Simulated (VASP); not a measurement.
CdSiSb2:

```
Cd Sb Si
1.0
     4.34621    0.00000    0.00000
     0.00000    4.34621    0.00000
     0.00000    0.00000    6.46204
Cd Sb Si
1 2 1
Direct
  0.00000 0.00000 0.00000
  0.00000 0.50000 0.26717
  0.50000 0.00000 0.73283
  0.50000 0.50000 0.50000
```

Base run:

| Property | Result |
| --- | --- |
| Program | VASP 6.6.1 |
| Functional | LDA |
| Potentials or basis | VASP PAW LDA potentials, release 64 (Cd, Sb, Si) |
| Cutoff | 520 eV |
| k mesh | 6 × 6 × 4 |
| Occupations | fermi-dirac, width 0.02 eV |
| Spin | no spin polarisation |

Its results: band gap on the k mesh zero (bands 13 and 14 overlap by 0.31 eV); pressure -2.0 GPa; largest force 0.174 eV/Å.

Task: The run is repeated on the same cell with these changes: functional from LDA to PBE; potentials or basis from VASP PAW LDA potentials, release 64 (Cd, Sb, Si) to VASP PAW PBE potentials, release 64 (Cd, Sb, Si). What comes out?

Result: Band gap on the k mesh zero (bands 13 and 14 overlap by 0.30 eV); pressure 1.5 GPa; largest force 0.007 eV/Å.

Caveats: semilocal functionals underestimate gaps, and a narrow one can read as zero; spin-orbit coupling is left out, which moves the levels of the heavy elements.
